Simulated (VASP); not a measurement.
Wanted: the native input for a VASP 6.6.1 run.

| Quantity | Value |
| --- | --- |
| Task | relaxation of the atoms |
| Functional | PBE |
| Potentials or basis | VASP PAW PBE potentials, release 64 (Hf_pv, Si, O) |
| Cutoff | 520 eV |
| k mesh | 5 × 5 × 5 |
| Occupations | fermi-dirac, width 0.02 eV |
| Spin | no spin polarisation |
| Dipole correction | no |
| Further INCAR settings | ALGO = Normal; EDIFF = 1e-06; IBRION = 2; EDIFFG = -0.02; NSW = 80 |

The structure of HfSiO4 lies in POSCAR:

```
HfSiO4
1.0
   -3.2862500000      3.2862500000      2.9816000000
    3.2862500000     -3.2862500000      2.9816000000
    3.2862500000      3.2862500000     -2.9816000000
Hf Si O
2 2 8
Direct
    0.7500000000      0.2500000000      0.5000000000
    0.0000000000      0.0000000000      0.0000000000
    0.2500000000      0.7500000000      0.5000000000
    0.5000000000      0.5000000000      0.0000000000
    0.1353000000      0.3198000000      0.8155000000
    0.0698000000      0.7543000000      0.6845000000
    0.5043000000      0.3198000000      0.1845000000
    0.0698000000      0.3853000000      0.3155000000
    0.6147000000      0.9302000000      0.6845000000
    0.6802000000      0.8647000000      0.1845000000
    0.2457000000      0.9302000000      0.3155000000
    0.6802000000      0.4957000000      0.8155000000
```

These files were run (other wordings do the same):

INCAR

```
PREC = Accurate
ENCUT = 520
EDIFF = 1E-6
ISMEAR = -1
SIGMA = 0.02
LREAL = False
LASPH = True
NELM = 80
ALGO = Normal
ISIF = 2
LWAVE = False
LCHARG = False
GGA = PE
IBRION = 2
NSW = 80
EDIFFG = -0.02
```

KPOINTS

```
Automatic mesh
0
Gamma
  5 5 5
```

Potentials or basis: VASP PAW PBE potentials, release 64 (Hf_pv, Si, O).

The run is started by

```console
$ cat potpaw_PBE.64/Hf_pv/POTCAR potpaw_PBE.64/Si/POTCAR potpaw_PBE.64/O/POTCAR > POTCAR
$ mpirun -np 1 vasp_std > vasp.out
```

It gave:

| Property | Result |
| --- | --- |
| Energy gained by relaxing | 1.7 meV/atom |
| Ionic steps | 3 |
| Pressure after relaxing | 5.0 GPa |
| Largest force after relaxing | 0.020 eV/Å |
| Band gap on the k mesh | 5.44 eV, indirect (least direct gap 5.83 eV) |

Caveat: spin-orbit coupling is left out, which moves the levels of the heavy elements.

It took 6.2 min on 1 thread of Oxide Virtual Turin-like Processor, with other jobs on the host, peak memory 0.27 GiB.
